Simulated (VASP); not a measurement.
**I: single point with PBE**

I:

```xyz
4
Lattice="4.4691 -2.3016 0.0000 4.4691 2.3016 0.0000 0.0000 0.0000 9.8760" Properties=species:S:1:pos:R:3 pbc="T T T"
I     4.4691   -1.5777    1.2050
I     4.4691   -0.7239    6.1430
I     4.4691    1.5777    8.6710
I     4.4691    0.7239    3.7330
```

| Item | Value |
| --- | --- |
| Program | VASP 6.6.1 |
| Task | single point |
| Functional | PBE |
| Potentials or basis | VASP PAW PBE potentials, release 64 (I) |
| Cutoff | 520 eV |
| k mesh | 8 × 8 × 4 |
| Occupations | methfessel-paxton, width 0.3 eV |
| Spin | no spin polarisation |

| Property | Result |
| --- | --- |
| Pressure | -0.1 GPa |
| Largest force | 0.016 eV/Å |
| Band gap on the k mesh | 1.00 eV (least direct gap 1.05 eV) |

Forces in eV/Å, atoms in the order of the input:
```
I    0.000  0.004 -0.015
I    0.000 -0.004 -0.015
I    0.000 -0.004  0.015
I    0.000  0.004  0.015
```

Stress tensor (GPa, compression positive):
```
 0.03  0.00  0.00
 0.00 -0.06  0.00
 0.00  0.00 -0.21
```

Levels at points of the mesh, in eV from the valence-band top:
| k point | band 10 | band 11 | band 12 | band 13 | band 14 | band 15 | band 16 | band 17 | band 18 | band 19 |
| --- | --- | --- | --- | --- | --- | --- | --- | --- | --- | --- |
| (0.00, 0.00, 0.00) | -1.35 | -1.28 | -0.76 | -0.56 | 0.00 | 1.05 | 1.89 | 4.65 | 5.25 | 5.46 |
| (0.50, 0.00, 0.00) | -1.76 | -1.44 | -1.44 | -0.70 | -0.70 | 2.12 | 2.12 | 5.49 | 5.49 | 7.06 |
| (0.50, 0.50, 0.00) | -1.55 | -1.54 | -1.32 | -0.60 | -0.16 | 1.03 | 1.82 | 5.22 | 6.24 | 6.52 |
| (0.00, 0.00, 0.50) | -1.61 | -0.87 | -0.87 | -0.30 | -0.30 | 1.30 | 1.30 | 5.09 | 5.09 | 6.05 |
| (0.50, 0.00, 0.50) | -1.80 | -0.74 | -0.74 | -0.05 | -0.05 | 1.37 | 1.37 | 5.83 | 5.83 | 6.44 |
| (0.50, 0.50, 0.50) | -1.67 | -0.94 | -0.94 | -0.71 | -0.71 | 1.27 | 1.27 | 6.13 | 6.13 | 7.06 |

Run time: 2.9 min on 1 thread of AMD EPYC 9R45 96-Core Processor (Zen 5), with other jobs on the host, peak memory 0.43 GiB.

Caveat: spin-orbit coupling is left out, which moves the levels of the heavy elements. A k mesh can miss the band edges.
